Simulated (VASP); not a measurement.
Input of a VASP 6.6.1 run:

File INCAR:

```
ALGO = Normal
EDIFF = 1E-7
ENCUT = 520
GGA = PS
ISIF = 2
ISMEAR = 1
LASPH = True
LCHARG = False
LREAL = False
LWAVE = False
NBANDS = 35
NELM = 100
PREC = Accurate
SIGMA = 0.1
```

File KPOINTS:

```
k-points
0
Gamma
  12 12 2
```

POSCAR

```
SnO2
1.0
    3.1190906961      0.0000000000      0.0000000000
   -1.5595453481      2.7012075807      0.0000000000
    0.0000000000      0.0000000000     10.4181711340
Sn O
2 4
Direct
    0.0000000000      0.0000000000      0.5000000000
    0.0000000000      0.0000000000      0.0000000000
    0.6666666667      0.3333333333      0.4058600000
    0.6666666667      0.3333333333      0.0941400000
    0.3333333333      0.6666666667      0.5941400000
    0.3333333333      0.6666666667      0.9058600000
```

Potentials or basis: VASP PAW PBE potentials, release 64 (Sn_d, O).

Command:

```console
$ cat potpaw_PBE.64/Sn_d/POTCAR potpaw_PBE.64/O/POTCAR > POTCAR
$ mpirun -np 1 vasp_std > vasp.out
```

(1) Predict the largest force.

(2) Predict the band gap on the k mesh.

Results:

(1) 0.975 eV/Å.

(2) 2.72 eV, indirect (least direct gap 3.31 eV).

Caveat: the PAW data sets were made with another functional, which shifts forces and pressure a little; spin-orbit coupling is left out, which moves the levels of the heavy elements.
